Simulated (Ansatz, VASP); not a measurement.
## Zr: VASP beside Ansatz

The input INCAR:

```
SYSTEM = Zr
PREC = Accurate
ENCUT = 400
EDIFF = 1E-6
ISMEAR = -1
SIGMA = 0.1
LREAL = .FALSE.
LASPH = .TRUE.
NELM = 200
ALGO = Normal
ISIF = 2
LWAVE = .FALSE.
LCHARG = .TRUE.
ISPIN = 2
MAGMOM = 2.5
LORBIT = 11
LMAXMIX = 4
GGA = PE
LELF = .TRUE.
LVHAR = .TRUE.
NBANDS = 16
GGA_COMPAT = .FALSE.
```

Contents of KPOINTS:

```
regular mesh
0
G
  1 1 1
  0 0 0
```

The input POSCAR:

```
Zr
1.0
    9.0180000000      0.0000000000      0.0000000000
    0.0000000000      9.1182000000      0.0000000000
    0.0000000000      0.0000000000      9.2184000000
Zr
1
Direct
    0.5000000000      0.5000000000      0.5000000000
```

Input for Ansatz:

```yaml
crystal:
  lattice:
    - [9.018, 0.0, 0.0]
    - [0.0, 9.1182, 0.0]
    - [0.0, 0.0, 9.2184]
  atoms:
    - { symbol: Zr, position: [0.5, 0.5, 0.5], spin: 2.5 }
kpoints:
  mp_grid: { grid: [1, 1, 1], shift: [0, 0, 0] }
hamiltonian:
  xc: pbe
  pseudopotentials: { kind: paw }
magnetization:
  spin_polarized: true
scf:
  occupations: { method: fermi_dirac, width: 0.1 }
```

Alike in both runs: task single point; functional PBE; k mesh 1 × 1 × 1; occupations fermi-dirac, width 0.1 eV; collinear spin.

|  | VASP | Ansatz |
| --- | --- | --- |
| version | VASP 6.6.1 | Ansatz development build ahead of 0.2.0 |
| potentials or method | VASP PAW PBE potentials, release 64 (Zr_sv) | PAW (an earlier, plane waves, scalar-relativistic |
| plane-wave cutoff (eV) | 400 | 420 |

|  | VASP | Ansatz | Ansatz less VASP |
| --- | --- | --- | --- |
| net moment per atom (μB) | 3.17 | 3.49 | +0.324 |
| size of the moment on the site where the two differ most (μB) | 1.83 | 3.47 | +1.642 |

The net moments are unlike, so the other rows may belong to different states. Site moments also hang on the region over which each program counts them. Ansatz's warnings: reached outside group, stability check not made.
